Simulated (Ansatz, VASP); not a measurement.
## One calculation of Na, two programs

The input POSCAR:

```
Na
1.0
    6.6966880000      0.0000000000      0.0000000000
    0.0000000000      6.6966880000      0.0000000000
    0.0000000000      0.0000000000      6.6966880000
Na
8
Direct
    0.0000000000      0.0000000000      0.0000000000
    0.5000000000      0.2500000000      0.0000000000
    0.5000000000      0.7500000000      0.0000000000
    0.0000000000      0.5000000000      0.2500000000
    0.2500000000      0.0000000000      0.5000000000
    0.7500000000      0.0000000000      0.5000000000
    0.5000000000      0.5000000000      0.5000000000
    0.0000000000      0.5000000000      0.7500000000
```

The input INCAR.step1:

```
ALGO = Normal ; EDIFF = 1E-4
ENCUT = 520 ; GGA = PE
ISMEAR = 0 ; LASPH = T
LCHARG = F ; LREAL = F
LWAVE = T ; NBANDS = 38
NELM = 100 ; PREC = Accurate
SIGMA = 0.1
```

The input INCAR.step2:

```
ALGO = Normal ; EDIFF = 1E-7
ENCUT = 520 ; ISIF = 2
ISMEAR = 0 ; ISTART = 1
LASPH = T ; LCHARG = F
LMIXTAU = T ; LREAL = F
LWAVE = F ; METAGGA = R2SCAN
NBANDS = 38 ; NELM = 100
PREC = Accurate ; SIGMA = 0.1
```

Contents of KPOINTS:

```
k-points
0
Gamma
  4 4 4
```

Input for Ansatz:

```yaml
crystal:
  lattice:
    - [6.696688, 0.0, 0.0]
    - [0.0, 6.696688, 0.0]
    - [0.0, 0.0, 6.696688]
  atoms:
    - { symbol: Na, position: [0.0, 0.0, 0.0] }
    - { symbol: Na, position: [0.5, 0.25, 0.0] }
    - { symbol: Na, position: [0.5, 0.75, 0.0] }
    - { symbol: Na, position: [0.0, 0.5, 0.25] }
    - { symbol: Na, position: [0.25, 0.0, 0.5] }
    - { symbol: Na, position: [0.75, 0.0, 0.5] }
    - { symbol: Na, position: [0.5, 0.5, 0.5] }
    - { symbol: Na, position: [0.0, 0.5, 0.75] }
basis:
  ecutwfc: 500
kpoints:
  mp_grid: { grid: [4, 4, 4] }
hamiltonian:
  xc: r2scan
scf:
  occupations: { method: gaussian, width: 0.1 }
  lower_state_search: "off"
output:
  forces: true
  stress: true
  eigenvalues: true
```

Alike in both runs: task single point; functional r2SCAN; k mesh 4 × 4 × 4; occupations gaussian, width 0.1 eV; no spin polarisation.

```csv
,VASP,Ansatz
version,VASP 6.6.1,Ansatz 0.2.0
potentials or method,"VASP PAW PBE potentials, release 64 (Na_pv), cutoff 520 eV","scalar-relativistic, plane waves, PAW"
valence electrons in the cell,56,72
```

```csv
,VASP,Ansatz,Ansatz less VASP
gap on the k mesh at the Fermi level (eV),none,none,-
pressure (GPa),0.1,0.1,-0.09
```

VASP's potentials were made for PBE, not for r2SCAN. A gap of «none» marks a metal or a gap that the smearing closes. The functional is the same, so the differences come from potentials, cutoffs and numerics. VASP's potentials hold 56 valence electrons a cell and Ansatz's 72, so a difference there can come from the potentials and not from the codes.
